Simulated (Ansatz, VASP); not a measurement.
# One calculation of Li2Sb3, two programs

```
CELL_PARAMETERS angstrom
4.66468 0.00000 0.00000
-2.33234 4.03974 0.00000
0.00000 0.00000 6.19366
ATOMIC_POSITIONS crystal
Li 0.33333 0.66667 0.13932
Li 0.66667 0.33333 0.86068
Sb 0.00000 0.00000 0.00000
Sb 0.33333 0.66667 0.63413
Sb 0.66667 0.33333 0.36587
```

Alike in both runs: task relaxation of cell and atoms; functional PBE; k mesh 12 × 12 × 6; occupations gaussian, width 0.1 eV; no spin polarisation.

|  | VASP | Ansatz |
| --- | --- | --- |
| version | VASP 6.6.1 | Ansatz 0.2.0 |
| potentials or method | VASP PAW PBE potentials, release 64 (Li_sv, Sb), cutoff 600 eV | scalar-relativistic, plane waves, PAW |
| valence electrons in the cell | 21 | 51 |

|  | VASP | Ansatz | Ansatz less VASP |
| --- | --- | --- | --- |
| gap on the k mesh at the Fermi level, each at its own relaxed structure (eV) | none | none | - |
| relaxed volume (Å³/atom) | 23.38 | 23.41 | +0.033 |
| relaxed cell length with the largest relative difference (Å) | 6.019 | 6.030 | +0.0116 |

A gap of «none» marks a metal or a gap that the smearing closes. VASP's potentials hold 21 valence electrons a cell and Ansatz's 51, so a difference there can come from the potentials and not from the codes.

Neither program's run includes spin-orbit coupling. Noted on VASP's run: the cutoff is short for stress, so the pressure is rough.
